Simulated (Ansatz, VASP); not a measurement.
Two plane-wave programs on K

The input INCAR:

```
  PREC = Accurate
  ENCUT = 520
  EDIFF = 1E-6
  ISMEAR = 0
  SIGMA = 0.15
  LREAL = False
  LASPH = True
  NELM = 80
  ALGO = Fast
  ISIF = 2
  LWAVE = False
  LCHARG = False
  GGA = PE
  NBANDS = 10
```

KPOINTS

```
regular mesh
0
Gamma
  14 14 14
```

File POSCAR:

```
K
1.0
   -2.6180000000      2.6180000000      2.6572700000
    2.6180000000     -2.6180000000      2.6572700000
    2.6180000000      2.6180000000     -2.6572700000
K
1
Direct
    0.0000000000      0.0000000000      0.0000000000
```

Input for Ansatz:

```yaml
crystal:
  lattice:
    - [-2.618, 2.618, 2.65727]
    - [2.618, -2.618, 2.65727]
    - [2.618, 2.618, -2.65727]
  atoms:
    - { symbol: K, position: [0.0, 0.0, 0.0] }
basis:
  ecutwfc: 420
kpoints:
  mp_grid: { grid: [14, 14, 14] }
hamiltonian:
  xc: pbe
scf:
  occupations: { method: gaussian, width: 0.15 }
output:
  forces: true
  stress: true
  eigenvalues: true
```

Change from the starting cell: strain +0.000 along x and y, +0.015 along z, atoms carried along.

Alike in both runs: task single point; functional PBE; k mesh 14 × 14 × 14; occupations gaussian, width 0.15 eV; no spin polarisation.

|  | VASP | Ansatz |
| --- | --- | --- |
| version | VASP 6.6.1 | Ansatz 0.2.0 |
| potentials or method | VASP PAW PBE potentials, release 64 (K_sv), cutoff 520 eV | scalar-relativistic, plane waves, PAW |
| valence electrons in the cell | 9 | 9 |

|  | VASP | Ansatz | Ansatz less VASP |
| --- | --- | --- | --- |
| gap on the k mesh at the Fermi level (eV) | none | none | - |
| pressure (GPa) | 0.0 | 0.0 | 0.00 |

A gap of «none» marks a metal or a gap that the smearing closes. The functional is the same, so the differences come from potentials, cutoffs and numerics.
